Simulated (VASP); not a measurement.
Set up this calculation in VASP 6.6.1, as the native input.

* Task: single point
* Functional: PBEsol
* Potentials or basis: VASP PAW PBE potentials, release 64 (Zn, O)
* Cutoff: 520 eV
* k mesh: 4 × 4 × 1
* Occupations: gaussian, width 0.05 eV
* Spin: no spin polarisation
* Dipole correction: no
* Further INCAR settings: LREAL = Auto; ALGO = Normal; EDIFF = 1e-06; NBANDS = 113

The structure of Zn16O lies in POSCAR:

```
Zn16O
1.0
    5.3200000000      0.0000000000      0.0000000000
    2.6600000000      4.6072550000      0.0000000000
    0.0000000000      0.0000000000     20.4054400000
Zn O
16 1
Direct
   -0.1666667028      0.3333334057      0.0490064904
    0.3333332972      0.3333334057      0.0490064904
   -0.1666666486      0.8333332972      0.0490064904
    0.3333333514      0.8333332972      0.0490064904
   -0.0005242917      0.0010557262      0.1643186327
    0.4999388503      0.0001215474      0.1669373461
   -0.0005473748      0.4996556518      0.1643334327
    0.5009063789      0.4996515279      0.1643329916
   -0.1667283006      0.3334742705      0.2712400713
    0.3318827759      0.3362468541      0.2744828340
   -0.1640307960      0.8321386596      0.2744973399
    0.3319017462      0.8321341015      0.2744993492
    0.0125420216     -0.0250596071      0.3933224669
    0.4997902138      0.0004421288      0.3780824133
    0.0124791108      0.5128752370      0.3932325400
    0.4746689314      0.5128756711      0.3932212194
    0.8331753572      0.3336511654      0.4390095974
```

One way to write it, as run:

INCAR

```
SYSTEM = Zn16O
PREC     = Accurate       ! precision mode
ENCUT    = 520            ! plane-wave cutoff, eV
EDIFF    = 1E-6           ! SCF threshold, eV
ISMEAR   = 0              ! smearing method
SIGMA    = 0.05           ! smearing width, eV
LREAL    = Auto         
LASPH    = .TRUE.         ! aspherical terms in the spheres
NELM     = 80             ! most SCF steps
ALGO     = Normal         ! electronic algorithm
ISIF     = 2              ! what is computed and relaxed
LWAVE    = .FALSE.        ! write WAVECAR
LCHARG   = .FALSE.        ! write CHGCAR
GGA      = PS             ! functional
NBANDS   = 113            ! bands
```

KPOINTS

```
Automatic mesh
0
G
  4 4 1
  0 0 0
```

Potentials or basis: VASP PAW PBE potentials, release 64 (Zn, O).

Launch:

```console
$ cat potpaw_PBE.64/Zn/POTCAR potpaw_PBE.64/O/POTCAR > POTCAR
$ mpirun -np 1 vasp_std > vasp.out
```

Results of the run:

- Largest force: 0.151 eV/Å
- Band gap on the k mesh: zero (bands 99 and 100 overlap by 1.74 eV)

Caveat: there is no dipole correction, which matters where the two faces differ; the PAW data sets were made with another functional, which shifts forces and pressure a little.

Run time: 42 min on 1 thread of Intel(R) Xeon(R) Platinum 8259CL CPU @ 2.50GHz (Skylake/Cascade Lake), with other jobs on the host, peak memory 0.74 GiB.
